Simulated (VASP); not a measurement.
# Hf2TaN3 (P6/mmm) in VASP: notebook

The runs below take Hf2TaN3 through relaxation of cell and atoms, single point, with PBE.

All numbers are computed with VASP 6.6.1; they aren't measurements. Logs are shortened: lines on timing, memory, paths and dates and some standing lists are left out, and cuts for length are marked.

## (1) The cell of the first run

The structure is hexagonal, space group P6/mmm (No. 191). Conventional cell: a = 4.493 Å, b = 4.493 Å, c = 4.921 Å, α = 90.00°, β = 90.00°, γ = 120.00°. Within 3.2 Å of Hf (site symmetry -6m2) lie 5 N at 2.46 to 2.59 Å and 3 Hf at 2.59 Å. Within 3.2 Å of Ta (site symmetry 6/mmm) lie 8 N at 2.46 to 2.59 Å. Within 3.2 Å of N (site symmetry -6m2) lie 2 Hf at 2.46 Å and 3 Ta at 2.59 Å and 3 N at 2.59 Å. Within 3.2 Å of N (site symmetry 6/mmm) lie 2 Ta at 2.46 Å and 6 Hf at 2.59 Å.

The cell was generated, and may not be a known phase.

## (2) Relaxation of cell and atoms, PBE

Input file INCAR:

```
SYSTEM = Hf2TaN3
ALGO = Normal ; EDIFF = 1E-6
EDIFFG = -0.04 ; ENCUT = 600
GGA = PE ; IBRION = 2
ISIF = 3 ; ISMEAR = 0
LASPH = .TRUE. ; LCHARG = .FALSE.
LREAL = .FALSE. ; LWAVE = .FALSE.
NELM = 80 ; NSW = 90
PREC = Accurate ; SIGMA = 0.1
```

Input file KPOINTS:

```
k-points
0
G
  6 6 4
  0 0 0
```

Input file POSCAR:

```
Hf2TaN3
1.0
    4.4933664600      0.0000000000      0.0000000000
   -2.2466832300      3.8913695100      0.0000000000
    0.0000000000      0.0000000000      4.9214846100
Hf Ta N
2 1 3
Direct
    0.3333333300      0.6666666700      0.5000000000
    0.6666666700      0.3333333300      0.5000000000
    0.0000000000      0.0000000000      0.0000000000
    0.3333333300      0.6666666700      0.0000000000
    0.6666666700      0.3333333300      0.0000000000
    0.0000000000      0.0000000000      0.5000000000
```

Potentials or basis: VASP PAW PBE potentials, release 64 (Hf_pv, Ta_pv, N).

Started as:

```bash
> cat potpaw_PBE.64/Hf_pv/POTCAR potpaw_PBE.64/Ta_pv/POTCAR potpaw_PBE.64/N/POTCAR > POTCAR
> mpirun -np 1 vasp_std > vasp.out
```

OUTCAR:

```text
SYSTEM = Hf2TaN3
   EDIFF = 1E-6
   EDIFFG = -0.04
   ENCUT = 600
   GGA = PE
   IBRION = 2
   ISIF = 3
   ISMEAR = 0
   LASPH = .TRUE.
   LREAL = .FALSE.
   NELM = 80
   NSW = 90
   PREC = Accurate

 ion  position               nearest neighbor table
   1  0.333  0.667  0.500-   4 2.46   4 2.46   6 2.59   2 2.59   2 2.59   6 2.59   6 2.59   2 2.59
                             3 3.58   3 3.58   3 3.58   3 3.58   3 3.58   3 3.58
   2  0.667  0.333  0.500-   5 2.46   5 2.46   6 2.59   1 2.59   1 2.59   6 2.59   6 2.59   1 2.59
                             3 3.58   3 3.58   3 3.58   3 3.58   3 3.58   3 3.58
   3  0.000  0.000  0.000-   6 2.46   6 2.46   4 2.59   5 2.59   5 2.59   4 2.59   5 2.59   4 2.59
                             2 3.58   2 3.58   1 3.58   1 3.58   2 3.58   1 3.58   2 3.58   1 3.58
   4  0.333  0.667  0.000-   1 2.46   1 2.46   3 2.59   3 2.59   3 2.59
   5  0.667  0.333  0.000-   2 2.46   2 2.46   3 2.59   3 2.59   3 2.59
   6  0.000  0.000  0.500-   3 2.46   3 2.46   1 2.59   2 2.59   2 2.59   1 2.59   2 2.59   1 2.59

  LATTYP: Found a hexagonal cell.
 ALAT       =     4.4933664600
 C/A-ratio  =     1.0952778176

  Lattice vectors:

 A1 = (   4.4933664600,   0.0000000000,   0.0000000000)
 A2 = (  -2.2466832300,   3.8913695100,   0.0000000000)
 A3 = (   0.0000000000,   0.0000000000,   4.9214846100)

Analysis of symmetry for initial positions (statically):
=====================================================================
 Subroutine PRICEL returns:
 Original cell was already a primitive cell.

 Routine SETGRP: Setting up the symmetry group for a
 hexagonal supercell.

 Subroutine GETGRP returns: Found 24 space group operations
 (whereof 24 operations were pure point group operations)
 out of a pool of 24 trial point group operations.

The static configuration has the point symmetry D_6h.

Analysis of symmetry for dynamics (positions and initial velocities):
=====================================================================
 Subroutine PRICEL returns:
 Original cell was already a primitive cell.

 Routine SETGRP: Setting up the symmetry group for a
 hexagonal supercell.

 Subroutine GETGRP returns: Found 24 space group operations
 (whereof 24 operations were pure point group operations)
 out of a pool of 24 trial point group operations.

The dynamic configuration has the point symmetry D_6h.

 Subroutine INISYM returns: Found 24 space group operations
 (whereof 24 operations are pure point group operations),
 and found     1 'primitive' translations

----------------------------------------------------------------------------------------

                                     Primitive cell

  volume of cell :      86.0539
[... 101 lines left out ...]
   POTIM  = 0.5000    time-step for ionic-motion
   TEBEG  =    0.0;   TEEND  =   0.0 temperature during run
   PSTRESS=    0.0 pullay stress
   NELECT =      46.0000    total number of electrons
   NUPDOWN=      -1.0000    fix difference up-down
   EMIN   =  10.00;   EMAX   =-10.00  energy-range for DOS
   EFERMI =   0.00;   METHOD = LEGACY
   ISMEAR =     0;   SIGMA  =   0.10  broadening in eV -4-tet -1-fermi 0-gaus
   EFERMI_NEDOS =   21; number of points for ismear=-14 and -15
   IALGO  =     38    algorithm
   IMIX   =      4    mixing-type and parameters
     AMIX     =   0.40;   BMIX     =  1.00
     AMIX_MAG =   1.60;   BMIX_MAG =  1.00
  volume/ion in A,a.u.               =      14.34        96.79
  Fermi-wavevector in a.u.,A,eV,Ry     =   1.328630  2.510746 24.017778  1.765257
  Thomas-Fermi vector in A             =   2.457853
   LORBIT       =      0    0 simple, 1 ext, 2 COOP (PROOUT), +10 PAW based schemes
   GGA     = PE    functional components
   LHFCALC =     F    Hartree Fock is set to
   AEXX    =    0.0000 exact exchange contribution
   IVDW    =     0    specifies the selected vdW correction
   LEPSILON=     F    determine dielectric tensor
   LRPA    =     F    only Hartree local field effects (RPA)
 conjugate gradient relaxation of ions
 non-spin polarized calculation
 Gauss-broadening in eV      SIGMA  =   0.10
  energy-cutoff  :      600.00
  volume of cell :       86.05
 maximum number of plane-waves:      2901
 NGX is ok and might be reduce to    36
   NGX = 17   NGY = 17   NGZ = 19

--------------------------------------- Ionic step        1  -------------------------------------------

 number of electron      45.9999998 magnetization

 Free energy of the ion-electron system (eV)
  ---------------------------------------------------
  ext. energy  EPLUGINS =         0.00000000
  ---------------------------------------------------
  free energy    TOTEN  =       -53.03473535 eV

  energy without entropy =      -53.01577901  energy(sigma->0) =      -53.02525718

------------------------ aborting loop because EDIFF is reached ----------------------------------------

  FORCE on cell =-STRESS in cart. coord.  units (eV):
  Direction    XX          YY          ZZ          XY          YZ          ZX
  --------------------------------------------------------------------------------------
  -------------------------------------------------------------------------------------
  Total       -3.9485862     -3.9485862    -32.7290360      0.0000000      0.0000000      0.0000000
  in kB      -73.5159827    -73.5159830   -609.3591743      0.0000000      0.0000000      0.0000000
  external PRESSURE =    -252.1303800 kB  Pullay stress =       0.0000000 kB
[... 101 lines left out ...]
  FREE ENERGIE OF THE ION-ELECTRON SYSTEM (eV)
  ---------------------------------------------------
  free  energy   TOTEN  =       -56.0135839412 eV

  energy  without entropy=      -55.9914204257  energy(sigma->0) =      -56.00250218

[... ionic steps 4 to 7 ...]

--------------------------------------- Ionic step        8  -------------------------------------------

 number of electron      45.9999999 magnetization

------------------------ aborting loop because EDIFF is reached ----------------------------------------
[... 75 lines left out ...]
--------------------------------------- Ionic step       10  -------------------------------------------

 number of electron      45.9999998 magnetization

 Free energy of the ion-electron system (eV)
  ---------------------------------------------------
  ext. energy  EPLUGINS =         0.00000000
  ---------------------------------------------------
  free energy    TOTEN  =       -56.35288565 eV

  energy without entropy =      -56.33150052  energy(sigma->0) =      -56.34219309

 E-fermi :   6.3106     XC(G=0): -12.1917

 val. band max:        6.2993668212   @ k =   0.3333   0.3333   0.0000
 cond. band min:       6.3117374306   @ k =   0.1667   0.1667   0.5000
 fundamental gap:      0.0123706093
 Fermi energy:         6.3106135210

 k-point     1 :       0.0000    0.0000    0.0000
  band No.  band energies     occupation
      1     -29.6748      2.00000
      2     -29.6748      2.00000
      3     -29.6606      2.00000
      4     -24.8656      2.00000
      5     -24.8656      2.00000
      6     -24.1662      2.00000
[... 652 lines left out ...]
  FREE ENERGIE OF THE ION-ELECTRON SYSTEM (eV)
  ---------------------------------------------------
  free  energy   TOTEN  =       -56.3528856520 eV

  energy  without entropy=      -56.3315005193  energy(sigma->0) =      -56.34219309

 reached required accuracy - stopping structural energy minimisation
```

OSZICAR:

```text
N       E                     dE             d eps       ncg     rms          rms(c)
DAV:   1     0.305611876908E+03    0.30561E+03   -0.27461E+04  1142   0.186E+03
DAV:   2    -0.344177861991E+02   -0.34003E+03   -0.33194E+03  1325   0.444E+02
DAV:   3    -0.617361022421E+02   -0.27318E+02   -0.26318E+02  1492   0.992E+01
DAV:   4    -0.626558582522E+02   -0.91976E+00   -0.88697E+00  1430   0.162E+01
[... 115 lines left out ...]
DAV:   1    -0.563529293591E+02   -0.54548E-04   -0.14476E-03  1134   0.307E-01    0.125E-01
DAV:   2    -0.563528965589E+02    0.32800E-04   -0.88102E-05  1157   0.648E-02    0.356E-02
DAV:   3    -0.563528868436E+02    0.97154E-05   -0.23392E-05  1279   0.307E-02    0.206E-02
DAV:   4    -0.563528855663E+02    0.12772E-05   -0.64920E-06  1260   0.172E-02    0.131E-02
DAV:   5    -0.563528856520E+02   -0.85648E-07   -0.41114E-07   597   0.513E-03
  10 F= -.56352886E+02 E0= -.56342193E+02  d E =-.368321E-01
```

Wall time 4.7 min (1 thread of AMD EPYC 9R45 (Zen 5), shared host); peak memory 0.24 GiB.

What came out:

```yaml
Free_energy: -56.3529 eV
Relaxed_volume: 12.95 Å³/atom
Relaxed_cell: a = 4.629 Å, b = 4.629 Å, c = 4.188 Å, α = 90.00°, β = 90.00°, γ = 120.00°
Space_group_after_relaxing_to_0.1_Å: P6/mmm (No. 191)
Pressure_after_relaxing: 0.0 GPa
Band_gap_on_the_k_mesh: zero (bands 23 and 24 overlap by 2.20 eV)
```

Final structure:
```xyz
6
Lattice="4.6292 0.0000 0.0000 -2.3146 4.0090 0.0000 0.0000 0.0000 4.1879" Properties=species:S:1:pos:R:3 pbc="T T T"
Hf    0.0000    2.6726    2.0939
Hf    2.3146    1.3363    2.0939
Ta    0.0000    0.0000    0.0000
N     0.0000    2.6726    0.0000
N     2.3146    1.3363    0.0000
N     0.0000    0.0000    2.0939
```

Caveat: the highest band is partly filled, so the run has too few bands; spin-orbit coupling is left out, which moves the levels of the heavy elements.

## (3) Single point, PBE

This run uses another cell than the first one, of 12.97 Å³/atom.

Input file INCAR:

```
SYSTEM = Hf2TaN3
  PREC = Accurate
  ENCUT = 520
  EDIFF = 1E-7
  ISMEAR = 0
  SIGMA = 0.1
  LREAL = .False.
  LASPH = .True.
  NELM = 80
  ALGO = Normal
  ISIF = 2
  LWAVE = .False.
  LCHARG = .False.
  GGA = PE
  NBANDS = 32
```

Input file KPOINTS:

```
regular mesh
0
Gamma
  12 12 10
  0 0 0
```

Input file POSCAR:

```
Hf2TaN3
1.0
    4.6309118564      0.0000000000      0.0000000000
   -2.3154559282      4.0104873104      0.0000000000
    0.0000000000      0.0000000000      4.1914810838
Hf Ta N
2 1 3
Direct
    0.3333333333      0.6666666667      0.5000000000
    0.6666666667      0.3333333333      0.5000000000
    0.0000000000      0.0000000000      0.0000000000
    0.3333333333      0.6666666667      0.0000000000
    0.6666666667      0.3333333333      0.0000000000
    0.0000000000      0.0000000000      0.5000000000
```

Potentials or basis: VASP PAW PBE potentials, release 64 (Hf_pv, Ta_pv, N).

Started as:

```bash
> cat potpaw_PBE.64/Hf_pv/POTCAR potpaw_PBE.64/Ta_pv/POTCAR potpaw_PBE.64/N/POTCAR > POTCAR
> mpirun -np 1 vasp_std > vasp.out
```

Wall time 2.9 min (1 thread of AMD EPYC 9R45 (Zen 5), shared host); peak memory 0.36 GiB.

The run converged. Its results:

* Free energy: -56.3561 eV
* Pressure: -0.6 GPa
* Band gap on the k mesh: zero (bands 23 and 24 overlap by 2.17 eV)

Levels at points of the mesh, in eV from the Fermi level:
```
           k point  band 20  band 21  band 22  band 23  band 24  band 25  band 26  band 27
(0.00, 0.00, 0.00)    -0.95    -0.95    -0.92    -0.92    -0.69     0.11     0.11     1.73
(0.50, 0.00, 0.00)    -2.10    -1.86    -1.29    -1.16     0.68     0.71     1.37     1.52
(0.00, 0.00, 0.50)    -2.21    -2.21    -1.45     1.47     1.47     1.62     2.58     2.58
(0.50, 0.00, 0.50)    -2.51    -2.29    -1.32     0.28     0.76     1.52     2.64     2.74
```

Caveat: spin-orbit coupling is left out, which moves the levels of the heavy elements.

## (4) Relaxation of cell and atoms, PBE

This run uses another cell than the first one, of 13.04 Å³/atom.

Input file INCAR:

```
SYSTEM = Hf2TaN3
PREC     = Accurate       ! precision mode
ENCUT    = 600            ! plane-wave cutoff, eV
EDIFF    = 1E-6           ! SCF threshold, eV
ISMEAR   = 0              ! smearing method
SIGMA    = 0.1            ! smearing width, eV
LREAL    = .FALSE.        ! projectors in reciprocal space
LASPH    = .TRUE.         ! aspherical terms in the spheres
NELM     = 100            ! most SCF steps
ALGO     = Normal         ! electronic algorithm
ISIF     = 3              ! what is computed and relaxed
LWAVE    = .FALSE.        ! write WAVECAR
LCHARG   = .FALSE.        ! write CHGCAR
GGA      = PE             ! functional
IBRION   = 2              ! ionic algorithm
NSW      = 100            ! ionic steps
EDIFFG   = -0.01          ! ionic threshold
```

Input file KPOINTS:

```
regular mesh
0
G
  12 12 10
  0 0 0
```

POSCAR, as its differences from that of step 3:

```diff
@@ -2,5 +2,5 @@
 1.0
-    4.6309118564      0.0000000000      0.0000000000
-   -2.3154559282      4.0104873104      0.0000000000
-    0.0000000000      0.0000000000      4.1914810838
+    4.6452188013      0.0000000000      0.0000000000
+   -2.3226094006      4.0228774880      0.0000000000
+    0.0000000000      0.0000000000      4.1862342040
 Hf Ta N
```

Started as:

```bash
> cat potpaw_PBE.64/Hf_pv/POTCAR potpaw_PBE.64/Ta_pv/POTCAR potpaw_PBE.64/N/POTCAR > POTCAR
> mpirun -np 1 vasp_std > vasp.out
```

Wall time 9.6 min (1 thread of AMD EPYC 9R45 (Zen 5), shared host); peak memory 0.42 GiB.

The run converged. Its results:

```yaml
Free_energy: -56.3628 eV
Relaxed_volume: 12.90 Å³/atom
Relaxed_cell: a = 4.618 Å, b = 4.618 Å, c = 4.191 Å, α = 90.00°, β = 90.00°, γ = 120.00°
Space_group_after_relaxing_to_0.1_Å: P6/mmm (No. 191)
Energy_gained_by_relaxing: 0.6 meV/atom
Ionic_steps: 5
Pressure_after_relaxing: 0.0 GPa
Band_gap_on_the_k_mesh: zero (bands 23 and 24 overlap by 2.19 eV)
```

Step by step:
| step | energy change (eV) | largest force (eV/Å) | pressure (GPa) | volume (Å³) |
| --- | --- | --- | --- | --- |
| 1 | 0.0000 | 0.0000 | -0.85 | 78.23 |
| 2 | -0.0031 | 0.0000 | 0.32 | 77.44 |
| 3 | -0.0031 | 0.0000 | 0.39 | 77.40 |
| 4 | -0.0014 | 0.0000 | -0.77 | 77.36 |
| 5 | -0.0035 | 0.0000 | 0.04 | 77.39 |

Final structure:
```
Hf Ta N
1.0
     4.61758    0.00000    0.00000
    -2.30879    3.99894    0.00000
     0.00000    0.00000    4.19103
Hf Ta N
2 1 3
Direct
  0.33333 0.66667 0.50000
  0.66667 0.33333 0.50000
  0.00000 0.00000 0.00000
  0.33333 0.66667 0.00000
  0.66667 0.33333 0.00000
  0.00000 0.00000 0.50000
```

Levels at points of the mesh, in eV from the Fermi level:
```tsv
k point	band 20	band 21	band 22	band 23	band 24	band 25	band 26	band 27
(0.00, 0.00, 0.00)	-0.97	-0.97	-0.93	-0.93	-0.69	0.08	0.08	1.74
(0.50, 0.00, 0.00)	-2.12	-1.87	-1.31	-1.16	0.69	0.71	1.36	1.54
(0.00, 0.00, 0.50)	-2.21	-2.21	-1.43	1.48	1.48	1.68	2.56	2.56
(0.50, 0.00, 0.50)	-2.52	-2.29	-1.34	0.27	0.78	1.55	2.63	2.78
```

Caveat: the highest band is partly filled, so the run has too few bands; spin-orbit coupling is left out, which moves the levels of the heavy elements.

## (5) The runs side by side

```csv
task,cell,k mesh,cutoff (eV),gap on the mesh (eV),pressure (GPa),relaxed volume (Å³/atom)
relaxation of cell and atoms,"relaxed from a = 4.493, b = 4.493, c = 4.921 Å, angles 90.0, 90.0, 120.0°, 6 atoms",6 × 6 × 4,600,none,0.0,12.95
single point,"a = 4.631, b = 4.631, c = 4.191 Å, angles 90.0, 90.0, 120.0°, 6 atoms",12 × 12 × 10,520,none,-0.6,-
relaxation of cell and atoms,"relaxed from a = 4.645, b = 4.645, c = 4.186 Å, angles 90.0, 90.0, 120.0°, 6 atoms",12 × 12 × 10,600,none,0.0,12.90
```

Alike in all rows: level PBE; potentials or basis VASP PAW PBE potentials, release 64 (Hf_pv, Ta_pv, N); no spin polarisation; smearing gaussian 0.1 eV.

Caveats: spin-orbit coupling is left out, which moves the levels of the heavy elements; the highest band is partly filled, so the run has too few bands (at least some runs).

Total energies depend on the potentials used, so only differences within one code and one set of settings carry meaning.
